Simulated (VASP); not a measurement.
A run of VASP 6.6.1 is set up as follows.

INCAR

```
ALGO = Normal ; DIPOL = 0.5 0.5 0.493
EDIFF = 1E-6 ; ENCUT = 520
GGA = PE ; GGA_COMPAT = False
IDIPOL = 3 ; ISIF = 2
ISMEAR = 0 ; IVDW = 12
LASPH = True ; LCHARG = False
LDIPOL = True ; LREAL = False
LWAVE = False ; NBANDS = 33
NELM = 120 ; NELMDL = -8
PREC = Accurate ; SIGMA = 0.1
```

File KPOINTS:

```
k-points
0
Gamma
  12 12 1
```

Contents of POSCAR:

```
C
1.0
    2.4649796655      0.0000000000      0.0000000000
   -1.2324898327      2.1347350101      0.0000000000
    0.0000000000      0.0000000000     32.4768654965
C
11
Direct
    0.0000000000      0.0000000000      0.2617247725
    0.6666666667      0.3333333333      0.2617247653
    0.0000000000      0.0000000000      0.3654668137
    0.3333333333      0.6666666667      0.3654668064
    0.0000000000      0.0000000000      0.4692088548
    0.6666666667      0.3333333333      0.4692088475
    0.0000000000      0.0000000000      0.5729508958
    0.3333333333      0.6666666667      0.5729508886
    0.0000000000      0.0000000000      0.6766929370
    0.6666666667      0.3333333333      0.6766929298
    0.0000000000      0.2500000000      0.7333521125
```

Potentials or basis: VASP PAW PBE potentials, release 64 (C).

Run with:

```console
$ cat potpaw_PBE.64/C/POTCAR > POTCAR
$ mpirun -np 1 vasp_std > vasp.out
```

(1) What does it give for the band gap on the k mesh?

(2) Estimate the dispersion energy per atom.

(3) Predict the largest force.

## Answers

(1) zero (bands 22 and 23 overlap by 2.17 eV).

(2) -0.145 eV.

(3) 0.884 eV/Å.
